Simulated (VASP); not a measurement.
Wanted: the native input for a VASP 6.6.1 run.

```yaml
Task: relaxation of cell and atoms
Functional: PBE
Potentials_or_basis: VASP PAW PBE potentials, release 64 (Li_sv, Hf_pv, As)
Cutoff: 600 eV
k_mesh: 6 × 6 × 10
Occupations: gaussian, width 0.1 eV
Spin: no spin polarisation
Dipole_correction: no
Further_INCAR_settings: ALGO = Fast; EDIFF = 1e-06; IBRION = 2; EDIFFG = -0.01; NSW = 100; ISIF = 3
```

The structure of LiHf3As2 lies in POSCAR:

```
LiHf3As2
1.0
    6.4434554973      0.0000000000      0.0000000000
   -3.2217277486      5.5801961488      0.0000000000
    0.0000000000      0.0000000000      3.8892577111
Li Hf As
1 3 2
Direct
    0.0000000000      0.0000000000      0.0000000000
    0.5000000000      0.0000000000      0.5000000000
    0.5000000000      0.5000000000      0.5000000000
    0.0000000000      0.5000000000      0.5000000000
    0.3333333333      0.6666666667      0.0000000000
    0.6666666667      0.3333333333      0.0000000000
```

The cell was built from a structure type or drawn by symmetry, and may not be a known phase.

The input as run:

INCAR

```
  ALGO = Fast
  EDIFF = 1E-6
  EDIFFG = -0.01
  ENCUT = 600
  GGA = PE
  IBRION = 2
  ISIF = 3
  ISMEAR = 0
  LASPH = T
  LCHARG = F
  LREAL = F
  LWAVE = F
  NELM = 100
  NSW = 100
  PREC = Accurate
  SIGMA = 0.1
```

KPOINTS

```
k-points
0
Gamma
  6 6 10
```

Potentials or basis: VASP PAW PBE potentials, release 64 (Li_sv, Hf_pv, As).

Command:

```console
$ cat potpaw_PBE.64/Li_sv/POTCAR potpaw_PBE.64/Hf_pv/POTCAR potpaw_PBE.64/As/POTCAR > POTCAR
$ mpirun -np 1 vasp_std > vasp.out
```

Results of the run:

| Quantity | Value |
| --- | --- |
| Relaxed volume | 23.14 Å³/atom |
| Relaxed cell | a = 6.407 Å, b = 6.407 Å, c = 3.904 Å, α = 90.00°, β = 90.00°, γ = 120.00° |
| Space group after relaxing (to 0.1 Å) | P6/mmm (No. 191) |
| Energy gained by relaxing | 0.5 meV/atom |
| Ionic steps | 6 |
| Pressure after relaxing | 0.0 GPa |
| Band gap on the k mesh | zero (an odd number of electrons rules out a gap without spin polarisation) |

Caveat: the cutoff is under 1.25 times the usual one of these potentials, so pressure, stress and relaxed cells hold a basis-set (Pulay) error; spin-orbit coupling is left out, which moves the levels of the heavy elements.

Run time: 36 min on 1 thread of Oxide Virtual Turin-like Processor, on a shared host, peak memory 0.41 GiB.
